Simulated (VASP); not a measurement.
# Mg32O31 (a cell with a defect) in VASP: single point with PBE+D3(BJ)

Aim: the single point of Mg32O31 (a cell with a defect) with PBE+D3(BJ).

Program: VASP 6.6.1. These are calculated values, not measurements. Logs are shortened: lines on timing, memory, paths and dates and some standing lists are left out, and cuts for length are marked.

## 1. The cell of the first run

The cell holds a defect, 63 atoms: a = 8.822 Å, b = 8.822 Å, c = 8.822 Å, α = 90.00°, β = 90.00°, γ = 90.00°.

## 2. Single point, PBE+D3(BJ)

INCAR

```
PREC = Accurate
ENCUT = 520
EDIFF = 1E-6
ISMEAR = 0
SIGMA = 0.05
LREAL = Auto
LASPH = T
NELM = 80
ALGO = Normal
ISIF = 2
LWAVE = F
LCHARG = F
GGA = PE
IVDW = 12
NBANDS = 162
```

KPOINTS

```
regular mesh
0
Gamma
  1 1 1
```

POSCAR

```
Mg32O31
1.0
    8.8224000000      0.0000000000      0.0000000000
    0.0000000000      8.8224000000      0.0000000000
    0.0000000000      0.0000000000      8.8224000000
Mg O
32 31
Direct
    0.4983165579      0.0007595439      0.0012756166
    0.7479996373      0.2497491612     -0.0022219577
    0.7494052639      0.0056681855      0.2489731819
   -0.0006522035      0.0056348613     -0.0009260519
    0.2500828573      0.2497432671      0.0011337051
    0.4983154244      0.4987374184      0.0012742564
    0.7446035092      0.7497479144     -0.0058035229
    0.2428964908      0.0043272806      0.2566906964
    0.4984575626      0.2497457608      0.2495069369
    0.7494022035      0.4938327439      0.2489764690
    0.5005185664      0.0056386017      0.5002372370
    0.7514259159      0.2497499547      0.4997769314
    0.7515020856      0.0008273259      0.7480854416
   -0.0006476696      0.4938609675     -0.0009310392
    0.2524175961      0.7497508614     -0.0141111262
   -0.0037193961      0.2497535818      0.2460014282
    0.2429104325      0.4951590270      0.2566812885
    0.5137021672      0.7497516549      0.2471714046
    0.0069699855      0.0043445094      0.4926170883
    0.2535893861      0.2497508614      0.5033097570
    0.5005185664      0.4938642546      0.5002387106
    0.7361105822      0.7497506347      0.5021162042
    0.2506164989      0.0056669387      0.7501870239
    0.5018112985      0.2497485945      0.7515900435
    0.7515036725      0.4986703165      0.7480851016
   -0.0239754489      0.7497354461      0.2258070366
    0.0069682853      0.4951445185      0.4926298966
    0.2737825308      0.7497524483      0.5235653564
   -0.0001862305      0.2497420203      0.7481658052
    0.2506164989      0.4938312704      0.7501895176
    0.5053921835      0.7497490479      0.7549852648
   -0.0025278836      0.7497517682      0.7634800054
    0.7448906193      0.2497558487      0.2490355232
   -0.0064383841      0.4884034956      0.2433201850
   -0.0003019587      0.2497523350      0.4998951532
    0.2501595938      0.2497518816      0.2494330341
    0.4970899075      0.5037380985      0.2510376995
    0.7480309213      0.7497508614      0.2484170974
   -0.0064446182      0.0111180631      0.2433148576
    0.5049544342      0.2497540352      0.5002205749
    0.7527256756      0.5037156556      0.4982707653
    0.7509464545      0.2497548286      0.7486470802
    0.0013232227      0.5037190560      0.7468635519
   -0.0006272670      0.2497551687     -0.0053629398
    0.1250491930      0.7497897398      0.3745390143
    0.4970963683     -0.0042308215      0.2510388330
    0.2562701759      0.4883997552      0.5060306719
    0.5018528972      0.7497531284      0.5009841993
    0.7527283959     -0.0042104189      0.4982708787
    0.2505586915      0.2497534684      0.7547026886
    0.5011263375      0.5000418254      0.7508659775
    0.7505593716      0.7497535818      0.7490331429
    0.0013226560     -0.0042087187      0.7468675190
    0.4988989391      0.2497546019      0.0006952757
    0.7487281239      0.5000430722     -0.0015350698
   -0.0013899846      0.7497556221     -0.0022615161
    0.2562790170      0.0111143226      0.5060378128
    0.2511800644      0.7497568689      0.7515611398
    0.5011310981     -0.0005327349      0.7508674510
    0.2485539082      0.5037386652      0.0024993199
    0.4993477965      0.7497540352      0.0002460782
    0.7487266503     -0.0005338683     -0.0015343897
    0.2485561752     -0.0042299148      0.0025009068
```

Potentials or basis: VASP PAW PBE potentials, release 64 (Mg, O).

The run is started by

```sh
cat potpaw_PBE.64/Mg/POTCAR potpaw_PBE.64/O/POTCAR > POTCAR
mpirun -np 1 vasp_gam > vasp.out
```

OUTCAR:

```text
PREC = Accurate
   ENCUT = 520
   EDIFF = 1E-6
   ISMEAR = 0
   LREAL = Auto
   LASPH = T
   NELM = 80
   ISIF = 2
   GGA = PE
   IVDW = 12
 IVDW          = 12

 ion  position               nearest neighbor table
   1  0.498  0.001  0.001-  54 2.20  63 2.20  46 2.20  59 2.21  62 2.21  61 2.21   5 3.10   9 3.10
                            18 3.10  15 3.10   7 3.10  31 3.10   2 3.11  24 3.11   3 3.11  23 3.11
   2  0.748  0.250  0.998-  54 2.20  42 2.20  62 2.21  55 2.21  33 2.22  44 2.22  24 3.07   3 3.09
                            10 3.09   4 3.09  14 3.09  16 3.10  25 3.11  13 3.11   6 3.11   1 3.11
   3  0.749  0.006  0.249-  33 2.15  39 2.16  49 2.20  62 2.21  46 2.23  38 2.26  26 3.02  16 3.06
                            18 3.07  12 3.09   9 3.09   2 3.09   1 3.11   4 3.12  11 3.12  19 3.13
   4  0.999  0.006  0.999-  44 2.15  39 2.16  63 2.20  62 2.21  53 2.23  56 2.26  26 3.02  16 3.06
                            32 3.07   5 3.09  29 3.09   2 3.09  13 3.11   3 3.12  23 3.12   8 3.13
   5  0.250  0.250  0.001-  50 2.17  36 2.19  54 2.20  44 2.21  63 2.24  60 2.24   4 3.09  14 3.09
                            23 3.09  30 3.09   9 3.10   1 3.10   6 3.10  16 3.11  17 3.13   8 3.13
   6  0.498  0.499  0.001-  54 2.20  60 2.20  37 2.20  51 2.21  55 2.21  61 2.21   9 3.10   5 3.10
                            15 3.10  18 3.10   7 3.10  31 3.10   2 3.11  24 3.11  30 3.11  10 3.11
   7  0.745  0.750  0.994-  52 2.16  61 2.16  55 2.20  62 2.20  56 2.24  38 2.24  26 2.89  31 2.98
                            32 3.02  18 3.02  25 3.10  13 3.10   6 3.10   1 3.10   4 3.19  14 3.19
   8  0.243  0.004  0.257-  36 2.17  39 2.20  57 2.20  63 2.24  46 2.24  45 2.68  19 2.94  16 3.07
                            20 3.07   5 3.13   9 3.13   4 3.13  11 3.13   1 3.19  28 3.27  26 3.27
   9  0.498  0.250  0.250-  33 2.17  36 2.19  54 2.20  40 2.21  46 2.24  37 2.24  11 3.09  21 3.09
[... 76 lines left out ...]
  62  0.749  0.999  0.998-   7 2.20   2 2.21  13 2.21   1 2.21   3 2.21   4 2.21
  63  0.249  0.996  0.003-  15 2.18   4 2.20   1 2.20  23 2.23   5 2.24   8 2.24

  LATTYP: Found a simple cubic cell.
 ALAT       =     8.8224000000

  Lattice vectors:

 A1 = (   8.8224000000,   0.0000000000,   0.0000000000)
 A2 = (   0.0000000000,   8.8224000000,   0.0000000000)
 A3 = (   0.0000000000,   0.0000000000,   8.8224000000)

Analysis of symmetry for initial positions (statically):
=====================================================================
 Subroutine PRICEL returns:
 Original cell was already a primitive cell.

 Routine SETGRP: Setting up the symmetry group for a
 simple cubic supercell.

 Subroutine GETGRP returns: Found  1 space group operations
 (whereof  1 operations were pure point group operations)
 out of a pool of 48 trial point group operations.

The static configuration has the point symmetry C_1 .

Analysis of symmetry for dynamics (positions and initial velocities):
=====================================================================
 Subroutine PRICEL returns:
 Original cell was already a primitive cell.

 Routine SETGRP: Setting up the symmetry group for a
 simple cubic supercell.

 Subroutine GETGRP returns: Found  1 space group operations
 (whereof  1 operations were pure point group operations)
 out of a pool of 48 trial point group operations.

The dynamic configuration has the point symmetry C_1 .

 Subroutine INISYM returns: Found  1 space group operations
 (whereof  1 operations are pure point group operations),
 and found     1 'primitive' translations

----------------------------------------------------------------------------------------

                                     Primitive cell

  volume of cell :     686.6892

  direct lattice vectors                    reciprocal lattice vectors
     8.822400000  0.000000000  0.000000000     0.113347842  0.000000000  0.000000000
     0.000000000  8.822400000  0.000000000     0.000000000  0.113347842  0.000000000
     0.000000000  0.000000000  8.822400000     0.000000000  0.000000000  0.113347842

  length of vectors
     8.822400000  8.822400000  8.822400000     0.113347842  0.113347842  0.113347842

  position of ions in fractional coordinates (direct lattice)
     0.498316558  0.000759544  0.001275617
     0.747999637  0.249749161  0.997778042
     0.749405264  0.005668185  0.248973182
     0.999347796  0.005634861  0.999073948
     0.250082857  0.249743267  0.001133705
     0.498315424  0.498737418  0.001274256
[... 55 lines left out ...]
     0.748726650  0.999466132  0.998465610
     0.248556175  0.995770085  0.002500907

  ion indices of the primitive-cell ions
[... 79 lines left out ...]

  Length of vectors
     0.113347842  0.113347842  0.113347842

  Shift w.r.t. Gamma in fractional coordinates (k-lattice)
     0.000000000  0.000000000  0.000000000

 Subroutine IBZKPT returns following result:
 ===========================================

 Found      1 irreducible k-points:

 Following reciprocal coordinates:
            Coordinates               Weight
  0.000000  0.000000  0.000000      1.000000
   k-points           NKPTS =      1   k-points in BZ     NKDIM =      1   number of bands    NBANDS=    162
   number of dos      NEDOS =    301   number of ions     NIONS =     63
   total plane-waves  NPLWV = 343000
   dimension x,y,z NGX =    70 NGY =   70 NGZ =   70
   dimension x,y,z NGXF=   140 NGYF=  140 NGZF=  140
   ions per type =              32  31
   NGX,Y,Z   is equivalent  to a cutoff of  13.19, 13.19, 13.19 a.u.
   NGXF,Y,Z  is equivalent  to a cutoff of  26.38, 26.38, 26.38 a.u.
 SYSTEM =  unknown system
   PREC   = accura    normal or accurate (medium, high low for compatibility)
   ISTART =      0    job   : 0-new  1-cont  2-samecut
   ICHARG =      2    charge: 1-file 2-atom 10-const
   ISPIN  =      1    spin polarized calculation?
   LNONCOLLINEAR =      F non collinear calculations
   LSORBIT =      F    spin-orbit coupling
   LASPH  =      T    aspherical Exc in radial PAW
   ENCUT  =  520.0 eV  38.22 Ry    6.18 a.u.  16.40 16.40 16.40*2*pi/ulx,y,z
   NELM   =     80;   NELMIN=  2; NELMDL= -5     # of ELM steps
   EDIFF  = 0.1E-05   stopping-criterion for ELM
   LREAL  =      T    real-space projection
   EDIFFG = 0.1E-04   stopping-criterion for IOM
   NSW    =      0    number of steps for IOM
   IBRION =     -1    ionic relax: 0-MD 1-quasi-New 2-CG
   NFREE  =      0    steps in history (QN), initial steepest desc. (CG)
   ISIF   =      2    stress and relaxation
   ISYM   =      2    0-nonsym 1-usesym 2-fastsym
   POTIM  = 0.5000    time-step for ionic-motion
   TEBEG  =    0.0;   TEEND  =   0.0 temperature during run
   PSTRESS=    0.0 pullay stress
   NELECT =     250.0000    total number of electrons
   NUPDOWN=      -1.0000    fix difference up-down
   EMIN   =  10.00;   EMAX   =-10.00  energy-range for DOS
   EFERMI =   0.00;   METHOD = LEGACY
   ISMEAR =     0;   SIGMA  =   0.05  broadening in eV -4-tet -1-fermi 0-gaus
   EFERMI_NEDOS =   21; number of points for ismear=-14 and -15
   IALGO  =     38    algorithm
   IMIX   =      4    mixing-type and parameters
     AMIX     =   0.40;   BMIX     =  1.00
     AMIX_MAG =   1.60;   BMIX_MAG =  1.00
  volume/ion in A,a.u.               =      10.90        73.56
  Fermi-wavevector in a.u.,A,eV,Ry     =   1.168965  2.209023 18.592071  1.366479
  Thomas-Fermi vector in A             =   2.305444
   LORBIT       =      0    0 simple, 1 ext, 2 COOP (PROOUT), +10 PAW based schemes
   GGA     = PE    functional components
   LHFCALC =     F    Hartree Fock is set to
   AEXX    =    0.0000 exact exchange contribution
   IVDW    =    12    specifies the selected vdW correction
   LEPSILON=     F    determine dielectric tensor
   LRPA    =     F    only Hartree local field effects (RPA)
 non-spin polarized calculation
 Gauss-broadening in eV      SIGMA  =   0.05
  energy-cutoff  :      520.00
  volume of cell :      686.69
 maximum number of plane-waves:      9307
 NGX is ok and might be reduce to    70
   NGX = 33   NGY = 33   NGZ = 33

 number of electron     250.0000032 magnetization

 Free energy of the ion-electron system (eV)
  ---------------------------------------------------
  ext. energy  EPLUGINS =         0.00000000
  ---------------------------------------------------
  free energy    TOTEN  =      -364.00032422 eV

  energy without entropy =     -364.00032422  energy(sigma->0) =     -364.00032422

 E-fermi :   4.9887     XC(G=0): -10.3820

 val. band max:        4.7080523393   @ k =   0.0000   0.0000   0.0000
 cond. band min:       6.5868159676   @ k =   0.0000   0.0000   0.0000
 fundamental gap:      1.8787636283
 Fermi energy:         4.9886589686

 k-point     1 :       0.0000    0.0000    0.0000
  band No.  band energies     occupation
      1     -14.5088      2.00000
      2     -14.0697      2.00000
      3     -14.0551      2.00000
      4     -14.0423      2.00000
      5     -13.9069      2.00000
      6     -13.8938      2.00000
[... 129 lines left out ...]
    136       9.2751      0.00000
    137       9.4994      0.00000
 [bands above 137 left out]

------------------------ aborting loop because EDIFF is reached ----------------------------------------

 Edisp (eV)  -16.04210

 E8    (eV) :    -6.3000

  FORCE on cell =-STRESS in cart. coord.  units (eV):
  Direction    XX          YY          ZZ          XY          YZ          ZX
  --------------------------------------------------------------------------------------
  -------------------------------------------------------------------------------------
  Total     -57.29973   -59.27522   -57.31115    -0.00276     0.00013     4.90716
  in kB    -133.69123  -138.30042  -133.71789    -0.00645     0.00031    11.44935
  external pressure =     -135.24 kB  Pullay stress =        0.00 kB

 VOLUME and BASIS-vectors are now :
 -----------------------------------------------------------------------------
  energy-cutoff  :      520.00
  volume of cell :      686.69
      direct lattice vectors                 reciprocal lattice vectors
     8.822400000  0.000000000  0.000000000     0.113347842  0.000000000  0.000000000
     0.000000000  8.822400000  0.000000000     0.000000000  0.113347842  0.000000000
     0.000000000  0.000000000  8.822400000     0.000000000  0.000000000  0.113347842

 POSITION                                       TOTAL-FORCE (eV/Angst)
 -----------------------------------------------------------------------------------
      4.39635      0.00670      0.01125         0.000428      0.000425      0.000014
      6.59915      2.20339      8.80280         0.003525     -0.000179     -0.000142
      6.61155      0.05001      2.19654         0.000630      0.003916      0.001344
      8.81665      0.04971      8.81423        -0.004299      0.006544      0.001233
      2.20633      2.20333      0.01000        -0.002146      0.000113      0.003557
      4.39634      4.40006      0.01124         0.000003      0.000157      0.000151
[... 55 lines left out ...]
      6.60557      8.81769      8.80886        -0.001567      0.000175     -0.002038
      2.19286      8.78508      0.02206         0.001750     -0.002591     -0.003581
 -----------------------------------------------------------------------------------
    total drift:                               -0.002336      0.000194     -0.001703

  FREE ENERGIE OF THE ION-ELECTRON SYSTEM (eV)
  ---------------------------------------------------
  free  energy   TOTEN  =      -380.0424229031 eV

  energy  without entropy=     -380.0424229031  energy(sigma->0) =     -380.04242290
```

It took 4.6 min on 1 thread of Intel Xeon Platinum 8488C (Sapphire Rapids), shared host; peak memory 0.72 GiB.

Results:

* Free energy: -380.0424 eV
* Pressure: -13.5 GPa
* Largest force: 0.015 eV/Å
* Band gap on the k mesh: 1.88 eV
* Dispersion energy per atom: -0.255 eV

Forces on the atoms (eV/Å):
```
Mg   0.000  0.000  0.000
Mg   0.004  0.000  0.000
Mg   0.001  0.004  0.001
Mg  -0.004  0.007  0.001
Mg  -0.002  0.000  0.004
Mg   0.000  0.000  0.000
Mg  -0.007  0.000  0.000
Mg  -0.002  0.012  0.002
Mg  -0.003  0.000  0.002
Mg   0.000 -0.003  0.001
Mg  -0.001  0.006  0.003
Mg   0.000  0.000  0.001
Mg   0.002  0.000 -0.002
Mg  -0.005 -0.007  0.001
Mg   0.003  0.000 -0.014
Mg   0.005  0.000  0.002
Mg  -0.002 -0.012  0.002
Mg   0.014  0.000 -0.002
Mg  -0.001  0.012  0.001
Mg  -0.002  0.001 -0.006
Mg  -0.001 -0.007  0.004
Mg  -0.008  0.000  0.003
Mg  -0.001  0.004  0.000
Mg   0.001  0.000 -0.003
Mg   0.002  0.000 -0.001
Mg  -0.005  0.000 -0.006
Mg  -0.001 -0.014  0.001
Mg   0.006  0.000  0.005
Mg   0.000  0.000  0.000
Mg  -0.001 -0.002  0.000
Mg   0.000  0.000  0.008
Mg  -0.002  0.000  0.008
O    0.003 -0.001  0.002
O    0.001  0.007 -0.002
O   -0.003 -0.001 -0.002
O   -0.001 -0.001 -0.001
O    0.004  0.003 -0.001
O    0.001  0.000 -0.006
O    0.001 -0.006 -0.002
O   -0.001  0.001 -0.001
O    0.000  0.000  0.003
O    0.002 -0.001 -0.002
O   -0.004  0.000  0.002
O    0.001  0.001  0.002
O    0.005 -0.001 -0.007
O    0.003 -0.004 -0.002
O    0.003  0.007 -0.002
O   -0.005  0.000  0.002
O   -0.001  0.000  0.004
O   -0.002  0.000 -0.004
O    0.001  0.001 -0.001
O   -0.001  0.000  0.001
O   -0.003  0.000  0.002
O   -0.003 -0.001  0.004
O    0.000  0.001 -0.002
O   -0.002  0.000  0.007
O    0.003 -0.005 -0.002
O    0.004  0.000 -0.001
O    0.001  0.000  0.000
O    0.002  0.003 -0.004
O   -0.004  0.001  0.003
O   -0.002  0.000 -0.002
O    0.002 -0.003 -0.004
```

Caveat: the k points lie up to 0.71 Å⁻¹ apart.
